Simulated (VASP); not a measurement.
# ZrC (Fm-3m) in VASP: further runs

Runs on ZrC. Level: PBE. Tasks: single point.

Program: VASP 6.6.1. These are calculated values, not measurements. Logs are shortened: lines on timing, memory, paths and dates and some standing lists are left out, and cuts for length are marked.

### 1 The cell of the first run

Symmetry: Fm-3m, No. 225, cubic system. The conventional cell has a = 4.730 Å, b = 4.730 Å, c = 4.730 Å, α = 90.00°, β = 90.00°, γ = 90.00°. Zr (site symmetry m-3m) has 6 C at 2.37 Å within 3.1 Å. Within 3.1 Å of C (site symmetry m-3m) lie 6 Zr at 2.37 Å.

### 2 Single point, PBE

INCAR reads:

```
SYSTEM = ZrC
PREC = Accurate
ENCUT = 520
EDIFF = 1E-6
ISMEAR = 0
SIGMA = 0.1
LREAL = .False.
LASPH = .True.
NELM = 100
ALGO = Normal
ISIF = 2
LWAVE = .False.
LCHARG = .False.
GGA = PE
NBANDS = 15
```

KPOINTS reads:

```
Automatic mesh
0
Gamma
  6 6 6
  0 0 0
```

POSCAR reads:

```
ZrC
1.0
    0.0000000000      2.3650000000      2.3650000000
    2.3650000000      0.0000000000      2.3650000000
    2.3650000000      2.3650000000      0.0000000000
Zr C
1 1
Direct
    0.5000000000      0.5000000000      0.5000000000
    0.0000000000      0.0000000000      0.0000000000
```

Potentials or basis: VASP PAW PBE potentials, release 64 (Zr_sv, C).

Launch:

```bash
$ cat potpaw_PBE.64/Zr_sv/POTCAR potpaw_PBE.64/C/POTCAR > POTCAR
$ mpirun -np 1 vasp_std > vasp.out
```

OUTCAR:

```text
SYSTEM = ZrC
   PREC = Accurate
   ENCUT = 520
   EDIFF = 1E-6
   ISMEAR = 0
   LREAL = .False.
   LASPH = .True.
   NELM = 100
   ISIF = 2
   GGA = PE

 ion  position               nearest neighbor table
   1  0.500  0.500  0.500-   2 2.37   2 2.37   2 2.37   2 2.37   2 2.37   2 2.37
   2  0.000  0.000  0.000-   1 2.37   1 2.37   1 2.37   1 2.37   1 2.37   1 2.37

  LATTYP: Found a face centered cubic cell.
 ALAT       =     4.7300000000

  Lattice vectors:

 A1 = (   0.0000000000,   2.3650000000,   2.3650000000)
 A2 = (   2.3650000000,   0.0000000000,   2.3650000000)
 A3 = (   2.3650000000,   2.3650000000,   0.0000000000)

Analysis of symmetry for initial positions (statically):
=====================================================================
 Subroutine PRICEL returns:
 Original cell was already a primitive cell.

 Routine SETGRP: Setting up the symmetry group for a
 face centered cubic supercell.

 Subroutine GETGRP returns: Found 48 space group operations
 (whereof 48 operations were pure point group operations)
 out of a pool of 48 trial point group operations.

The static configuration has the point symmetry O_h .

Analysis of symmetry for dynamics (positions and initial velocities):
=====================================================================
 Subroutine PRICEL returns:
 Original cell was already a primitive cell.

 Routine SETGRP: Setting up the symmetry group for a
 face centered cubic supercell.

 Subroutine GETGRP returns: Found 48 space group operations
 (whereof 48 operations were pure point group operations)
 out of a pool of 48 trial point group operations.

The dynamic configuration has the point symmetry O_h .

 Subroutine INISYM returns: Found 48 space group operations
 (whereof 48 operations are pure point group operations),
 and found     1 'primitive' translations

----------------------------------------------------------------------------------------

                                     Primitive cell

  volume of cell :      26.4560

  direct lattice vectors                    reciprocal lattice vectors
     0.000000000  2.365000000  2.365000000    -0.211416490  0.211416490  0.211416490
     2.365000000  0.000000000  2.365000000     0.211416490 -0.211416490  0.211416490
     2.365000000  2.365000000  0.000000000     0.211416490  0.211416490 -0.211416490

  length of vectors
     3.344615075  3.344615075  3.344615075     0.366184103  0.366184103  0.366184103

  position of ions in fractional coordinates (direct lattice)
     0.500000000  0.500000000  0.500000000
     0.000000000  0.000000000  0.000000000

  ion indices of the primitive-cell ions
[... 79 lines left out ...]
   EMIN   =  10.00;   EMAX   =-10.00  energy-range for DOS
   EFERMI =   0.00;   METHOD = LEGACY
   ISMEAR =     0;   SIGMA  =   0.10  broadening in eV -4-tet -1-fermi 0-gaus
   EFERMI_NEDOS =   21; number of points for ismear=-14 and -15
   IALGO  =     38    algorithm
   IMIX   =      4    mixing-type and parameters
     AMIX     =   0.40;   BMIX     =  1.00
     AMIX_MAG =   1.60;   BMIX_MAG =  1.00
  volume/ion in A,a.u.               =      13.23        89.27
  Fermi-wavevector in a.u.,A,eV,Ry     =   1.384439  2.616209 26.077880  1.916670
  Thomas-Fermi vector in A             =   2.508943
   LORBIT       =      0    0 simple, 1 ext, 2 COOP (PROOUT), +10 PAW based schemes
   GGA     = PE    functional components
   LHFCALC =     F    Hartree Fock is set to
   AEXX    =    0.0000 exact exchange contribution
   IVDW    =     0    specifies the selected vdW correction
   LEPSILON=     F    determine dielectric tensor
   LRPA    =     F    only Hartree local field effects (RPA)
 non-spin polarized calculation
 Gauss-broadening in eV      SIGMA  =   0.10
  energy-cutoff  :      520.00
  volume of cell :       26.46
 maximum number of plane-waves:       725
 NGX is ok and might be reduce to    28
   NGX = 13   NGY = 13   NGZ = 13

 number of electron      16.0000000 magnetization

 Free energy of the ion-electron system (eV)
  ---------------------------------------------------
  ext. energy  EPLUGINS =         0.00000000
  ---------------------------------------------------
  free energy    TOTEN  =       -19.45019335 eV

  energy without entropy =      -19.44943310  energy(sigma->0) =      -19.44981323

 E-fermi :   9.3246     XC(G=0): -12.0392

 val. band max:        9.1714304976   @ k =   0.1667   0.1667   0.0000
 cond. band min:       9.4486955950   @ k =   0.5000   0.5000   0.0000
 fundamental gap:      0.2772650975
 Fermi energy:         9.3246455764

 k-point     1 :       0.0000    0.0000    0.0000
  band No.  band energies     occupation
      1     -38.7854      2.00000
      2     -16.5073      2.00000
      3     -16.5073      2.00000
      4     -16.5073      2.00000
      5      -1.8335      2.00000
      6      10.3401      0.00000
      7      10.3401      0.00000
      8      10.3401      0.00000
      9      10.4824      0.00000
     10      10.4824      0.00000
     11      10.4824      0.00000
     12      12.1538      0.00000
     13      12.1538      0.00000
     14      16.5001      0.00000
[... 257 lines left out ...]
      2     -17.0882      2.00000
      3     -16.8793      2.00000
      4     -16.7879      2.00000
      5      -0.1829      2.00000
      6       7.1359      2.00000
      7       7.1685      2.00000
      8       7.3595      2.00000
      9      11.2219      0.00000
     10      13.9025      0.00000
     11      14.9297      0.00000
     12      15.5168      0.00000
     13      16.8171      0.00000
     14      21.5417      0.00000
     15      21.7288      0.00000

------------------------ aborting loop because EDIFF is reached ----------------------------------------

  FORCE on cell =-STRESS in cart. coord.  units (eV):
  Direction    XX          YY          ZZ          XY          YZ          ZX
  --------------------------------------------------------------------------------------
  -------------------------------------------------------------------------------------
  Total       -0.4316392     -0.4316392     -0.4316392      0.0000000      0.0000000      0.0000000
  in kB      -26.1401493    -26.1401493    -26.1401493      0.0000000      0.0000000      0.0000000
  external PRESSURE =     -26.1401493 kB  Pullay stress =       0.0000000 kB

 VOLUME and BASIS-vectors are now :
 -----------------------------------------------------------------------------
  energy-cutoff  :      520.00
  volume of cell :       26.46
      direct lattice vectors                 reciprocal lattice vectors
     0.000000000  2.365000000  2.365000000    -0.211416490  0.211416490  0.211416490
     2.365000000  0.000000000  2.365000000     0.211416490 -0.211416490  0.211416490
     2.365000000  2.365000000  0.000000000     0.211416490  0.211416490 -0.211416490

 POSITION                                       TOTAL-FORCE (eV/Angst)
 -----------------------------------------------------------------------------------
      2.36500      2.36500      2.36500         0.000000     -0.000000     -0.000000
      0.00000      0.00000      0.00000        -0.000000      0.000000      0.000000
 -----------------------------------------------------------------------------------
    total drift:                                0.000000      0.000000      0.000000

  FREE ENERGIE OF THE ION-ELECTRON SYSTEM (eV)
  ---------------------------------------------------
  free  energy   TOTEN  =       -19.4501933549 eV

  energy  without entropy=      -19.4494330998  energy(sigma->0) =      -19.44981323
```

It took 5.8 s on 1 thread of Intel Xeon 6975P-C (Granite Rapids), shared host; peak memory 0.15 GiB.

What came out:

| Item | Value |
| --- | --- |
| Free energy | -19.4502 eV |
| Pressure | -2.6 GPa |
| Band gap on the k mesh | zero (band 8 reaches 10.34 eV, above the bottom of band 9 at 9.14 eV) |

Levels at points of the mesh, in eV from the Fermi level:
```tsv
k point	band 5	band 6	band 7	band 8	band 9	band 10	band 11	band 12
(0.00, 0.00, 0.00)	-11.16	1.02	1.02	1.02	1.16	1.16	1.16	2.83
(0.50, 0.00, 0.00)	-8.17	-5.15	-2.79	-2.79	4.47	4.47	5.29	6.52
(0.50, 0.50, 0.00)	-9.98	-2.01	-1.63	0.12	0.12	4.42	5.60	5.60
```

Caveat: the k points lie up to 0.38 Å⁻¹ apart.

### 3 Single point, PBE (volume scaled by 0.91)

INCAR reads:

```
SYSTEM = ZrC
PREC = Accurate ; ENCUT = 520
EDIFF = 1E-7 ; ISMEAR = 0
SIGMA = 0.1 ; LREAL = .False.
LASPH = .True. ; NELM = 60
ALGO = Normal ; ISIF = 2
LWAVE = .False. ; LCHARG = .False.
GGA = PE ; NBANDS = 15
```

KPOINTS reads:

```
regular mesh
0
Gamma
  16 16 16
  0 0 0
```

POSCAR reads:

```
ZrC
1.0
    0.0000000000      2.2815339656      2.2815339656
    2.2815339656      0.0000000000      2.2815339656
    2.2815339656      2.2815339656      0.0000000000
Zr C
1 1
Direct
    0.5000000000      0.5000000000      0.5000000000
    0.0000000000      0.0000000000      0.0000000000
```

Potentials or basis: VASP PAW PBE potentials, release 64 (Zr_sv, C).

Launch:

```bash
$ cat potpaw_PBE.64/Zr_sv/POTCAR potpaw_PBE.64/C/POTCAR > POTCAR
$ mpirun -np 1 vasp_std > vasp.out
```

OUTCAR:

```text
SYSTEM = ZrC
   PREC = Accurate
   ENCUT = 520
   EDIFF = 1E-7
   ISMEAR = 0
   LREAL = .False.
   LASPH = .True.
   NELM = 60
   ISIF = 2
   GGA = PE

 ion  position               nearest neighbor table
   1  0.500  0.500  0.500-   2 2.28   2 2.28   2 2.28   2 2.28   2 2.28   2 2.28
   2  0.000  0.000  0.000-   1 2.28   1 2.28   1 2.28   1 2.28   1 2.28   1 2.28

  LATTYP: Found a face centered cubic cell.
 ALAT       =     4.5630679312

  Lattice vectors:

 A1 = (   0.0000000000,   2.2815339656,   2.2815339656)
 A2 = (   2.2815339656,   0.0000000000,   2.2815339656)
 A3 = (   2.2815339656,   2.2815339656,   0.0000000000)
[... 609 lines left out ...]
     12      14.4359      0.00000
     13      15.3586      0.00000
     14      19.5231      0.00000
     15      22.0180      0.00000

 [... further k-points ...]
[... 5 lines left out ...]
  --------------------------------------------------------------------------------------
  -------------------------------------------------------------------------------------
  Total        3.7967277      3.7967277      3.7967277      0.0000000      0.0000000      0.0000000
  in kB      256.0997869    256.0997869    256.0997869      0.0000000      0.0000000      0.0000000
  external PRESSURE =     256.0997869 kB  Pullay stress =       0.0000000 kB

 VOLUME and BASIS-vectors are now :
 -----------------------------------------------------------------------------
  energy-cutoff  :      520.00
  volume of cell :       23.75
      direct lattice vectors                 reciprocal lattice vectors
     0.000000000  2.281533966  2.281533966    -0.219150803  0.219150803  0.219150803
     2.281533966  0.000000000  2.281533966     0.219150803 -0.219150803  0.219150803
     2.281533966  2.281533966  0.000000000     0.219150803  0.219150803 -0.219150803

 POSITION                                       TOTAL-FORCE (eV/Angst)
 -----------------------------------------------------------------------------------
      2.28153      2.28153      2.28153         0.000000      0.000000      0.000000
      0.00000      0.00000      0.00000        -0.000000      0.000000     -0.000000
 -----------------------------------------------------------------------------------
    total drift:                                0.000000     -0.000000      0.000000

  FREE ENERGIE OF THE ION-ELECTRON SYSTEM (eV)
  ---------------------------------------------------
  free  energy   TOTEN  =       -19.2854810055 eV

  energy  without entropy=      -19.2840800915  energy(sigma->0) =      -19.28478055
```

OSZICAR:

```text
N       E                     dE             d eps       ncg     rms          rms(c)
DAV:   1     0.103017312356E+03    0.10302E+03   -0.86705E+03  4366   0.109E+03
DAV:   2    -0.165999584780E+02   -0.11962E+03   -0.11189E+03  5561   0.295E+02
DAV:   3    -0.224461018404E+02   -0.58461E+01   -0.58053E+01  6822   0.552E+01
DAV:   4    -0.226351820384E+02   -0.18908E+00   -0.18900E+00  5456   0.663E+00
DAV:   5    -0.226368625726E+02   -0.16805E-02   -0.16805E-02  5755   0.599E-01    0.244E+01
DAV:   6    -0.193375822739E+02    0.32993E+01   -0.59500E+00  5155   0.228E+01    0.887E+00
DAV:   7    -0.192918361153E+02    0.45746E-01   -0.56959E-01  5101   0.558E+00    0.754E+00
DAV:   8    -0.193146080221E+02   -0.22772E-01   -0.24381E-01  5388   0.388E+00    0.548E+00
DAV:   9    -0.192869189782E+02    0.27689E-01   -0.41877E-02  4833   0.147E+00    0.120E+00
DAV:  10    -0.192855073231E+02    0.14117E-02   -0.66105E-03  5673   0.658E-01    0.199E-01
DAV:  11    -0.192854872739E+02    0.20049E-04   -0.23747E-04  4875   0.153E-01    0.510E-02
DAV:  12    -0.192854825959E+02    0.46780E-05   -0.45552E-06  5644   0.201E-02    0.159E-02
DAV:  13    -0.192854809440E+02    0.16519E-05   -0.19427E-06  5365   0.972E-03    0.286E-03
DAV:  14    -0.192854810055E+02   -0.61437E-07   -0.54718E-08  3550   0.179E-03
   1 F= -.19285481E+02 E0= -.19284781E+02  d E =-.140091E-02
```

stdout:

```text
POSCAR found type information on POSCAR ZrC
 POSCAR found :  2 types and       2 ions
 scaLAPACK will be used
 LDA part: xc-table for (Slater+PW92), standard interpolation
 POSCAR, INCAR and KPOINTS ok, starting setup
 FFT: planning ... GRIDC
 FFT: planning ... GRID_SOFT
 FFT: planning ... GRID
 WAVECAR not read
 entering main loop
```

Run time: 16 s. Hardware: 1 thread of Intel Xeon 6975P-C (Granite Rapids), shared host; peak memory 0.17 GiB.

Results:

```yaml
Free_energy: -19.2855 eV
Pressure: 25.6 GPa
Band_gap_on_the_k_mesh: zero (band 8 reaches 11.63 eV, above the bottom of band 9 at 10.29 eV)
```

### 4 Single point, PBE (volume scaled by 0.94)

INCAR reads:

```
  ALGO = Normal
  EDIFF = 1E-7
  ENCUT = 520
  GGA = PE
  ISIF = 2
  ISMEAR = 0
  LASPH = True
  LCHARG = True
  LELF = True
  LREAL = False
  LVHAR = True
  LWAVE = False
  NBANDS = 15
  NELM = 100
  PREC = Accurate
  SIGMA = 0.1
```

KPOINTS reads:

```
k-points
0
Gamma
  16 16 16
```

POSCAR reads:

```
ZrC
1.0
    0.0000000000      2.3063351908      2.3063351908
    2.3063351908      0.0000000000      2.3063351908
    2.3063351908      2.3063351908      0.0000000000
Zr C
1 1
Direct
    0.5000000000      0.5000000000      0.5000000000
    0.0000000000      0.0000000000      0.0000000000
```

Potentials or basis: VASP PAW PBE potentials, release 64 (Zr_sv, C).

Launch:

```bash
$ cat potpaw_PBE.64/Zr_sv/POTCAR potpaw_PBE.64/C/POTCAR > POTCAR
$ mpirun -np 1 vasp_std > vasp.out
```

OUTCAR:

```text
EDIFF = 1E-7
   ENCUT = 520
   GGA = PE
   ISIF = 2
   ISMEAR = 0
   LASPH = True
   LREAL = False
   NELM = 100
   PREC = Accurate

 ion  position               nearest neighbor table
   1  0.500  0.500  0.500-   2 2.31   2 2.31   2 2.31   2 2.31   2 2.31   2 2.31
   2  0.000  0.000  0.000-   1 2.31   1 2.31   1 2.31   1 2.31   1 2.31   1 2.31

  LATTYP: Found a face centered cubic cell.
 ALAT       =     4.6126703816

  Lattice vectors:

 A1 = (   0.0000000000,   2.3063351908,   2.3063351908)
 A2 = (   2.3063351908,   0.0000000000,   2.3063351908)
[... 610 lines left out ...]
     12      13.9214      0.00000
     13      14.8186      0.00000
     14      18.7429      0.00000
     15      21.5344      0.00000

 [... further k-points ...]
[... 5 lines left out ...]
  --------------------------------------------------------------------------------------
  -------------------------------------------------------------------------------------
  Total        2.4241510      2.4241510      2.4241510     -0.0000000     -0.0000000      0.0000000
  in kB      158.2971080    158.2971080    158.2971080     -0.0000000     -0.0000000      0.0000000
  external PRESSURE =     158.2971080 kB  Pullay stress =       0.0000000 kB

 VOLUME and BASIS-vectors are now :
 -----------------------------------------------------------------------------
  energy-cutoff  :      520.00
  volume of cell :       24.54
      direct lattice vectors                 reciprocal lattice vectors
     0.000000000  2.306335191  2.306335191    -0.216794160  0.216794160  0.216794160
     2.306335191  0.000000000  2.306335191     0.216794160 -0.216794160  0.216794160
     2.306335191  2.306335191  0.000000000     0.216794160  0.216794160 -0.216794160

 POSITION                                       TOTAL-FORCE (eV/Angst)
 -----------------------------------------------------------------------------------
      2.30634      2.30634      2.30634        -0.000000     -0.000000     -0.000000
      0.00000      0.00000      0.00000         0.000000      0.000000      0.000000
 -----------------------------------------------------------------------------------
    total drift:                                0.000000     -0.000000      0.000000

  FREE ENERGIE OF THE ION-ELECTRON SYSTEM (eV)
  ---------------------------------------------------
  free  energy   TOTEN  =       -19.3866272499 eV

  energy  without entropy=      -19.3850547010  energy(sigma->0) =      -19.38584098
```

Wall time 16 s (1 thread of Intel Xeon 6975P-C (Granite Rapids), shared host); peak memory 0.17 GiB.

What came out:

```yaml
Free_energy: -19.3866 eV
Pressure: 15.8 GPa
Band_gap_on_the_k_mesh: zero (band 8 reaches 11.23 eV, above the bottom of band 9 at 9.90 eV)
```

Levels at points of the mesh, in eV from the Fermi level:
```tsv
k point	band 4	band 5	band 6	band 7	band 8	band 9	band 10	band 11	band 12	band 13
(0.00, 0.00, 0.00)	-25.55	-11.49	0.96	0.96	0.96	1.12	1.12	1.12	2.99	2.99
(0.50, 0.00, 0.00)	-25.64	-8.13	-5.51	-3.12	-3.12	4.82	4.82	5.70	6.79	10.83
(0.50, 0.50, 0.00)	-25.89	-10.38	-1.95	-1.94	0.13	0.13	4.77	6.09	6.09	8.73
```

### 5 Single point, PBE

INCAR reads:

```
SYSTEM = ZrC
PREC = Accurate ; ENCUT = 520
EDIFF = 1E-7 ; ISMEAR = 0
SIGMA = 0.1 ; LREAL = .FALSE.
LASPH = .TRUE. ; NELM = 80
ALGO = Normal ; ISIF = 2
LWAVE = .FALSE. ; LCHARG = .FALSE.
GGA = PE ; NBANDS = 15
```

KPOINTS reads:

```
regular mesh
0
G
  16 16 16
  0 0 0
```

POSCAR reads:

```
ZrC
1.0
    0.0000000000      2.3650000000      2.3650000000
    2.3650000000      0.0000000000      2.3650000000
    2.3650000000      2.3650000000      0.0000000000
Zr C
1 1
Direct
    0.5000000000      0.5000000000      0.5000000000
    0.0000000000      0.0000000000      0.0000000000
```

Launch:

```bash
$ cat potpaw_PBE.64/Zr_sv/POTCAR potpaw_PBE.64/C/POTCAR > POTCAR
$ mpirun -np 1 vasp_std > vasp.out
```

Wall time 39 s (1 thread of Intel Xeon 6975P-C (Granite Rapids), shared host); peak memory 0.19 GiB.

The run converged. Its results:

```yaml
Free_energy: -19.4596 eV
Pressure: -2.7 GPa
Band_gap_on_the_k_mesh: zero (band 8 reaches 10.33 eV, above the bottom of band 9 at 9.03 eV)
```

Levels at points of the mesh, in eV from the Fermi level:
```
           k point  band 5  band 6  band 7  band 8  band 9  band 10  band 11  band 12
(0.00, 0.00, 0.00)  -11.23    0.94    0.94    0.94    1.10     1.10     1.10     2.77
(0.50, 0.00, 0.00)   -8.25   -5.21   -2.86   -2.86    4.41     4.41     5.22     6.46
(0.50, 0.50, 0.00)  -10.06   -2.08   -1.69    0.05    0.05     4.36     5.54     5.54
```

### 6 Overview

```csv
cell,k mesh,gap on the mesh (eV),pressure (GPa)
"a = 3.345 Å, angles 60.0°, 2 atoms",6 × 6 × 6,none,-2.6
"a = 3.227 Å, angles 60.0°, 2 atoms",16 × 16 × 16,none,25.6
"a = 3.262 Å, angles 60.0°, 2 atoms",16 × 16 × 16,none,15.8
"a = 3.345 Å, angles 60.0°, 2 atoms",16 × 16 × 16,none,-2.7
```

Alike in all rows: task single point; level PBE; potentials or basis VASP PAW PBE potentials, release 64 (Zr_sv, C); no spin polarisation; cutoff (eV) 520; smearing gaussian 0.1 eV.

Caveats: some runs use coarse meshes.

Absolute energies hang on the potentials; compare differences alone.
